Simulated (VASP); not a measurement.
# Rb (Im-3m) in VASP: a series of runs

Aim: see how the results for Rb move with the level of theory and the settings. Levels: PBE, r2SCAN. Tasks: single point.

All numbers are computed with VASP 6.6.1; they aren't measurements. Logs are shortened: lines on timing, memory, paths and dates and some standing lists are left out, and cuts for length are marked.

**1. The cell of the first run**

The structure is cubic, space group Im-3m (No. 229). The conventional cell has a = 5.648 Å, b = 5.648 Å, c = 5.648 Å, α = 90.00°, β = 90.00°, γ = 90.00°.

**2. Single point, PBE (strained)**

The input, INCAR:

```
SYSTEM = Rb
PREC = Accurate
ENCUT = 520
EDIFF = 1E-7
ISMEAR = 0
SIGMA = 0.1
LREAL = .False.
LASPH = .True.
NELM = 100
ALGO = Normal
ISIF = 2
LWAVE = .False.
LCHARG = .False.
GGA = PE
NBANDS = 10
```

The input, KPOINTS:

```
Automatic mesh
0
Gamma
  10 10 10
  0 0 0
```

The input, POSCAR:

```
Rb
1.0
   -2.8239022800      2.8239022800      2.8239022800
    2.8239022800     -2.8239022800      2.8239022800
    2.8239022800      2.8239022800     -2.8239022800
Rb
1
Direct
    0.0000000000      0.0000000000      0.0000000000
```

Potentials or basis: VASP PAW PBE potentials, release 64 (Rb_sv).

The run is started by

```
$ cat potpaw_PBE.64/Rb_sv/POTCAR > POTCAR
$ mpirun -np 1 vasp_std > vasp.out
```

OUTCAR:

```text
SYSTEM = Rb
   PREC = Accurate
   ENCUT = 520
   EDIFF = 1E-7
   ISMEAR = 0
   LREAL = .False.
   LASPH = .True.
   NELM = 100
   ISIF = 2
   GGA = PE

 ion  position               nearest neighbor table
   1  0.000  0.000  0.000-

  LATTYP: Found a body centered cubic cell.
 ALAT       =     5.6478045600

  Lattice vectors:

 A1 = (  -2.8239022800,   2.8239022800,   2.8239022800)
 A2 = (   2.8239022800,  -2.8239022800,   2.8239022800)
 A3 = (   2.8239022800,   2.8239022800,  -2.8239022800)

Analysis of symmetry for initial positions (statically):
=====================================================================
 Subroutine PRICEL returns:
 Original cell was already a primitive cell.

 Routine SETGRP: Setting up the symmetry group for a
 body centered cubic supercell.

 Subroutine GETGRP returns: Found 48 space group operations
 (whereof 48 operations were pure point group operations)
 out of a pool of 48 trial point group operations.

The static configuration has the point symmetry O_h .

Analysis of symmetry for dynamics (positions and initial velocities):
=====================================================================
 Subroutine PRICEL returns:
 Original cell was already a primitive cell.

 Routine SETGRP: Setting up the symmetry group for a
 body centered cubic supercell.

 Subroutine GETGRP returns: Found 48 space group operations
 (whereof 48 operations were pure point group operations)
 out of a pool of 48 trial point group operations.

The dynamic configuration has the point symmetry O_h .

 Subroutine INISYM returns: Found 48 space group operations
 (whereof 48 operations are pure point group operations),
 and found     1 'primitive' translations

----------------------------------------------------------------------------------------

                                     Primitive cell

  volume of cell :      90.0760

  direct lattice vectors                    reciprocal lattice vectors
    -2.823902280  2.823902280  2.823902280     0.000000000  0.177059951  0.177059951
     2.823902280 -2.823902280  2.823902280     0.177059951  0.000000000  0.177059951
     2.823902280  2.823902280 -2.823902280     0.177059951  0.177059951  0.000000000

  length of vectors
     4.891142225  4.891142225  4.891142225     0.250400584  0.250400584  0.250400584

  position of ions in fractional coordinates (direct lattice)
     0.000000000  0.000000000  0.000000000

  ion indices of the primitive-cell ions
   primitive index   ion index
                 1           1

----------------------------------------------------------------------------------------

 KPOINTS: Automatic mesh

Automatic generation of k-mesh.
 Grid dimensions read from file:
 generate k-points for:   10   10   10

 Generating k-lattice:

  Cartesian coordinates                     Fractional coordinates (reciprocal lattice)
     0.000000000  0.017705995  0.017705995     0.100000000  0.000000000  0.000000000
     0.017705995  0.000000000  0.017705995     0.000000000  0.100000000  0.000000000
     0.017705995  0.017705995  0.000000000     0.000000000  0.000000000  0.100000000

  Length of vectors
     0.025040058  0.025040058  0.025040058

  Shift w.r.t. Gamma in fractional coordinates (k-lattice)
     0.000000000  0.000000000  0.000000000

 Subroutine IBZKPT returns following result:
 ===========================================

 Found     47 irreducible k-points:

 Following reciprocal coordinates:
            Coordinates               Weight
  0.000000  0.000000  0.000000      1.000000
  0.100000  0.000000  0.000000     12.000000
  0.200000  0.000000  0.000000     12.000000
  0.300000  0.000000  0.000000     12.000000
  0.400000  0.000000  0.000000     12.000000
  0.500000  0.000000  0.000000      6.000000
[... 16 lines left out ...]
  0.300000  0.300000  0.100000      8.000000
 -0.300000  0.300000  0.100000     24.000000
 [... further k-points ...]
   k-points           NKPTS =     47   k-points in BZ     NKDIM =     47   number of bands    NBANDS=     10
   number of dos      NEDOS =    301   number of ions     NIONS =      1
   total plane-waves  NPLWV =  46656
   dimension x,y,z NGX =    36 NGY =   36 NGZ =   36
   dimension x,y,z NGXF=    72 NGYF=   72 NGZF=   72
   ions per type =               1
   NGX,Y,Z   is equivalent  to a cutoff of  12.24, 12.24, 12.24 a.u.
   NGXF,Y,Z  is equivalent  to a cutoff of  24.47, 24.47, 24.47 a.u.
 SYSTEM =  Rb
   PREC   = accura    normal or accurate (medium, high low for compatibility)
   ISTART =      0    job   : 0-new  1-cont  2-samecut
   ICHARG =      2    charge: 1-file 2-atom 10-const
   ISPIN  =      1    spin polarized calculation?
   LNONCOLLINEAR =      F non collinear calculations
   LSORBIT =      F    spin-orbit coupling
   LASPH  =      T    aspherical Exc in radial PAW
   ENCUT  =  520.0 eV  38.22 Ry    6.18 a.u.   9.09  9.09  9.09*2*pi/ulx,y,z
   NELM   =    100;   NELMIN=  2; NELMDL= -5     # of ELM steps
   EDIFF  = 0.1E-06   stopping-criterion for ELM
   LREAL  =      F    real-space projection
   EDIFFG = 0.1E-05   stopping-criterion for IOM
   NSW    =      0    number of steps for IOM
   IBRION =     -1    ionic relax: 0-MD 1-quasi-New 2-CG
   NFREE  =      0    steps in history (QN), initial steepest desc. (CG)
   ISIF   =      2    stress and relaxation
   ISYM   =      2    0-nonsym 1-usesym 2-fastsym
   POTIM  = 0.5000    time-step for ionic-motion
   TEBEG  =    0.0;   TEEND  =   0.0 temperature during run
   PSTRESS=    0.0 pullay stress
   NELECT =       9.0000    total number of electrons
   NUPDOWN=      -1.0000    fix difference up-down
   EMIN   =  10.00;   EMAX   =-10.00  energy-range for DOS
   EFERMI =   0.00;   METHOD = LEGACY
   ISMEAR =     0;   SIGMA  =   0.10  broadening in eV -4-tet -1-fermi 0-gaus
   EFERMI_NEDOS =   21; number of points for ismear=-14 and -15
   IALGO  =     38    algorithm
   IMIX   =      4    mixing-type and parameters
     AMIX     =   0.40;   BMIX     =  1.00
     AMIX_MAG =   1.60;   BMIX_MAG =  1.00
  volume/ion in A,a.u.               =      90.08       607.86
  Fermi-wavevector in a.u.,A,eV,Ry     =   0.759660  1.435550  7.851698  0.577084
  Thomas-Fermi vector in A             =   1.858504
   LORBIT       =      0    0 simple, 1 ext, 2 COOP (PROOUT), +10 PAW based schemes
   GGA     = PE    functional components
   LHFCALC =     F    Hartree Fock is set to
   AEXX    =    0.0000 exact exchange contribution
   IVDW    =     0    specifies the selected vdW correction
   LEPSILON=     F    determine dielectric tensor
   LRPA    =     F    only Hartree local field effects (RPA)
 non-spin polarized calculation
 Gauss-broadening in eV      SIGMA  =   0.10
  energy-cutoff  :      520.00
  volume of cell :       90.08
 maximum number of plane-waves:      2491
   NGX = 19   NGY = 19   NGZ = 19

 number of electron       9.0000000 magnetization

 Free energy of the ion-electron system (eV)
  ---------------------------------------------------
  ext. energy  EPLUGINS =         0.00000000
  ---------------------------------------------------
  free energy    TOTEN  =        -0.93574297 eV

  energy without entropy =       -0.92953200  energy(sigma->0) =       -0.93263749

 E-fermi :   0.0380     XC(G=0):  -5.4911

 val. band max:        0.0351262228   @ k =  -0.3000   0.4000   0.2000
 cond. band min:       0.1177980784   @ k =  -0.4000   0.4000   0.2000
 fundamental gap:      0.0826718556
 Fermi energy:         0.0379627986

 k-point     1 :       0.0000    0.0000    0.0000
  band No.  band energies     occupation
      1     -28.8625      2.00000
      2     -12.9038      2.00000
      3     -12.9038      2.00000
      4     -12.9038      2.00000
      5      -1.9508      2.00000
      6       3.7233      0.00000
      7       3.7233      0.00000
      8       3.7233      0.00000
      9       4.6634      0.00000
     10       4.6634      0.00000

 k-point     2 :       0.1000    0.0000    0.0000
  band No.  band energies     occupation
      1     -28.8621      2.00000
      2     -12.9135      2.00000
      3     -12.9069      2.00000
      4     -12.9038      2.00000
      5      -1.8317      2.00000
      6       3.5306      0.00000
      7       3.5599      0.00000
      8       3.8334      0.00000
      9       4.4446      0.00000
     10       4.6193      0.00000

 k-point     3 :       0.2000    0.0000    0.0000
  band No.  band energies     occupation
      1     -28.8610      2.00000
      2     -12.9386      2.00000
      3     -12.9152      2.00000
      4     -12.9037      2.00000
      5      -1.4854      2.00000
      6       2.8864      0.00000
      7       3.2229      0.00000
      8       4.1583      0.00000
      9       4.4272      0.00000
     10       4.5703      0.00000

 k-point     4 :       0.3000    0.0000    0.0000
  band No.  band energies     occupation
      1     -28.8596      2.00000
      2     -12.9691      2.00000
      3     -12.9255      2.00000
      4     -12.9038      2.00000
      5      -0.9451      2.00000
      6       2.1227      0.00000
      7       2.9057      0.00000
      8       4.5234      0.00000
      9       4.6300      0.00000
     10       4.6821      0.00000
[... 222 lines left out ...]
 k-point    22 :      -0.2000    0.2000    0.1000
  band No.  band energies     occupation
      1     -28.8606      2.00000
      2     -12.9385      2.00000
      3     -12.9186      2.00000
      4     -12.9116      2.00000
      5      -1.3720      2.00000
      6       2.9180      0.00000
      7       3.2286      0.00000
      8       3.7401      0.00000
      9       4.1591      0.00000
     10       5.0615      0.00000

 k-point    23 :       0.3000    0.3000    0.1000
  band No.  band energies     occupation
      1     -28.8578      2.00000
      2     -12.9658      2.00000
      3     -12.9658      2.00000
      4     -12.9242      2.00000
      5       1.1778      0.00000
      6       1.1778      0.00000
      7       1.3271      0.00000
      8       3.3369      0.00000
      9       5.2121      0.00000
     10       5.2121      0.00000

 k-point    24 :      -0.3000    0.3000    0.1000
  band No.  band energies     occupation
      1     -28.8592      2.00000
      2     -12.9678      2.00000
      3     -12.9289      2.00000
      4     -12.9112      2.00000
      5      -0.8376      2.00000
      6       2.1560      0.00000
      7       2.9460      0.00000
      8       3.8053      0.00000
      9       4.6719      0.00000
     10       5.0938      0.00000

 [... further k-points ...]

------------------------ aborting loop because EDIFF is reached ----------------------------------------

  FORCE on cell =-STRESS in cart. coord.  units (eV):
  Direction    XX          YY          ZZ          XY          YZ          ZX
  --------------------------------------------------------------------------------------
  -------------------------------------------------------------------------------------
  Total        0.0208992      0.0208992      0.0208992      0.0000000      0.0000000      0.0000000
  in kB        0.3717328      0.3717328      0.3717328      0.0000000      0.0000000      0.0000000
  external PRESSURE =       0.3717328 kB  Pullay stress =       0.0000000 kB

 VOLUME and BASIS-vectors are now :
 -----------------------------------------------------------------------------
  energy-cutoff  :      520.00
  volume of cell :       90.08
      direct lattice vectors                 reciprocal lattice vectors
    -2.823902280  2.823902280  2.823902280     0.000000000  0.177059951  0.177059951
     2.823902280 -2.823902280  2.823902280     0.177059951  0.000000000  0.177059951
     2.823902280  2.823902280 -2.823902280     0.177059951  0.177059951  0.000000000

 POSITION                                       TOTAL-FORCE (eV/Angst)
 -----------------------------------------------------------------------------------
      0.00000      0.00000      0.00000        -0.000000      0.000000     -0.000000
 -----------------------------------------------------------------------------------
    total drift:                                0.000000     -0.000000      0.000000

  FREE ENERGIE OF THE ION-ELECTRON SYSTEM (eV)
  ---------------------------------------------------
  free  energy   TOTEN  =        -0.9357429742 eV

  energy  without entropy=       -0.9295319973  energy(sigma->0) =       -0.93263749
```

Wall time 66 s (1 thread of AMD EPYC 7R13, shared host); peak memory 0.18 GiB.

What came out:

| Quantity | Value |
| --- | --- |
| Free energy | -0.9357 eV |
| Pressure | 0.0 GPa |

Caveat: the cell differs from its parent crystal (strained).

**3. Single point, r2SCAN (functional r2SCAN, strained)**

The input, POSCAR:

```
Rb
1.0
   -2.9178752200      2.9178752200      2.9178752200
    2.9178752200     -2.9178752200      2.9178752200
    2.9178752200      2.9178752200     -2.9178752200
Rb
1
Direct
    0.0000000000      0.0000000000      0.0000000000
```

The input, INCAR.step1:

```
SYSTEM = Rb
  ALGO = Normal
  EDIFF = 1E-4
  ENCUT = 520
  GGA = PE
  ISMEAR = 0
  LASPH = .TRUE.
  LCHARG = .FALSE.
  LREAL = .FALSE.
  LWAVE = .TRUE.
  NBANDS = 10
  NELM = 100
  PREC = Accurate
  SIGMA = 0.1
```

The input, INCAR.step2:

```
SYSTEM = Rb
  ALGO = Normal
  EDIFF = 1E-6
  ENCUT = 520
  ISIF = 2
  ISMEAR = 0
  ISTART = 1
  LASPH = .TRUE.
  LCHARG = .FALSE.
  LMIXTAU = .TRUE.
  LREAL = .FALSE.
  LWAVE = .FALSE.
  METAGGA = R2SCAN
  NBANDS = 10
  NELM = 100
  PREC = Accurate
  SIGMA = 0.1
```

The input, KPOINTS:

```
k-points
0
G
  10 10 10
  0 0 0
```

Potentials or basis: VASP PAW PBE potentials, release 64 (Rb_sv).

The run is started by

```
$ cat potpaw_PBE.64/Rb_sv/POTCAR > POTCAR
$ cp INCAR.step1 INCAR
$ mpirun -np 1 vasp_std > vasp.out
$ cp INCAR.step2 INCAR
$ mpirun -np 1 vasp_std > vasp.out
```

It took 7.4 min on 1 thread of AMD EPYC 7R13, shared host; peak memory 0.24 GiB.

It converged, with:

| Property | Result |
| --- | --- |
| Free energy | -13.9173 eV |
| Pressure | -0.1 GPa |

Levels at points of the mesh, in eV from the Fermi level:
| k point | band 3 | band 4 | band 5 | band 6 | band 7 | band 8 |
| --- | --- | --- | --- | --- | --- | --- |
| (0.00, 0.00, 0.00) | -13.63 | -13.63 | -1.98 | 4.03 | 4.03 | 4.03 |
| (0.50, 0.00, 0.00) | -13.65 | -13.63 | 0.37 | 0.66 | 2.85 | 4.61 |
| (0.50, 0.50, 0.50) | -13.68 | -13.68 | 1.38 | 1.38 | 3.28 | 3.28 |

Caveat: the cell differs from its parent crystal (functional r2SCAN, strained); the PAW data sets were made with another functional, which shifts forces and pressure a little.
